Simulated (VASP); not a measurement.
Wanted: the native input for a VASP 6.6.1 run.

```yaml
Task: single point
Functional: PBE
Potentials_or_basis: VASP PAW PBE potentials, release 64 (Ga_d, Sb)
Cutoff: 500 eV
k_mesh: 5 × 5 × 5
Occupations: gaussian, width 0.01 eV
Spin: no spin polarisation
Dipole_correction: no
Further_INCAR_settings: ALGO = Normal; EDIFF = 1e-06; NBANDS = 16
```

The structure of GaSb lies in POSCAR:

```
GaSb
1.0
    0.0000000000      3.0590000000      3.0590000000
    3.0590000000      0.0000000000      3.0590000000
    3.0590000000      3.0590000000      0.0000000000
Ga Sb
1 1
Direct
    0.0000000000      0.0000000000      0.0000000000
    0.7500000000      0.7500000000      0.7500000000
```

The input as run:

INCAR

```
SYSTEM = GaSb
PREC = Accurate ; ENCUT = 500
EDIFF = 1E-6 ; ISMEAR = 0
SIGMA = 0.01 ; LREAL = .False.
LASPH = .True. ; NELM = 120
ALGO = Normal ; ISIF = 2
LWAVE = .False. ; LCHARG = .True.
GGA = PE ; LELF = .True.
LVHAR = .True. ; NBANDS = 16
GGA_COMPAT = .False.
```

KPOINTS

```
Automatic mesh
0
Gamma
  5 5 5
  0 0 0
```

Potentials or basis: VASP PAW PBE potentials, release 64 (Ga_d, Sb).

The run is started by

```bash
$ cat potpaw_PBE.64/Ga_d/POTCAR potpaw_PBE.64/Sb/POTCAR > POTCAR
$ mpirun -np 1 vasp_std > vasp.out
```

It gave:

```yaml
Pressure: 2.4 GPa
Band_gap_on_the_k_mesh: 0.03 eV
```

Caveat: semilocal functionals underestimate gaps, and a narrow one can read as zero; spin-orbit coupling is left out, which moves the levels of the heavy elements; an odd mesh through Γ misses points on the zone boundary, where band edges can lie.

Run time: 25 s on 1 thread of Intel Xeon 8259CL, with other jobs on the host, peak memory 0.18 GiB.
